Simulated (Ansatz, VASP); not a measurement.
# Two plane-wave programs on InSb

Contents of INCAR:

```
ALGO     = Normal         # electronic algorithm
EDIFF    = 1E-6           # SCF threshold, eV
ENCUT    = 520            # plane-wave cutoff, eV
GGA      = PE             # functional
ISIF     = 2              # what is computed and relaxed
ISMEAR   = -1             # smearing method
LASPH    = True           # aspherical terms in the spheres
LCHARG   = True           # write CHGCAR
LELF     = True           # ELF
LREAL    = False          # projectors in reciprocal space
LVHAR    = True         
LWAVE    = False          # write WAVECAR
NBANDS   = 16             # bands
NELM     = 100            # most SCF steps
PREC     = Accurate       # precision mode
SIGMA    = 0.02           # smearing width, eV
```

File KPOINTS:

```
k-points
0
Gamma
  6 6 6
```

Contents of POSCAR:

```
InSb
1.0
    0.0000000000      3.3516214066      3.3516214066
    3.3516214066      0.0000000000      3.3516214066
    3.3516214066      3.3516214066      0.0000000000
In Sb
1 1
Direct
    0.0000000000      0.0000000000      0.0000000000
    0.2500000000      0.2500000000      0.2500000000
```

Input for Ansatz:

```yaml
crystal:
  lattice:
    - [0.0, 3.3516214066, 3.3516214066]
    - [3.3516214066, 0.0, 3.3516214066]
    - [3.3516214066, 3.3516214066, 0.0]
  atoms:
    - { symbol: In, position: [0.0, 0.0, 0.0] }
    - { symbol: Sb, position: [0.25, 0.25, 0.25] }
kpoints:
  mp_grid: { grid: [6, 6, 6] }
hamiltonian:
  xc: pbe
scf:
  occupations: { method: fermi_dirac, width: 0.02 }
  n_extra_bands: 4
output:
  forces: true
  stress: true
  eigenvalues: true
```

Alike in both runs: task single point; functional PBE; k mesh 6 × 6 × 6; occupations fermi-dirac, width 0.02 eV; no spin polarisation.

|  | VASP | Ansatz |
| --- | --- | --- |
| version | VASP 6.6.1 | Ansatz 0.2.0 |
| potentials or method | VASP PAW PBE potentials, release 64 (In_d, Sb) | plane waves, PAW |
| plane-wave cutoff (eV) | 520 | 420 |
| valence electrons in the cell | 18 | 28 |

|  | VASP | Ansatz | Ansatz less VASP |
| --- | --- | --- | --- |
| pressure (GPa) | -1.0 | -1.0 | +0.02 |

VASP's potentials hold 18 valence electrons a cell and Ansatz's 28, so a difference there can come from the potentials and not from the codes.

Spin-orbit coupling is off throughout.
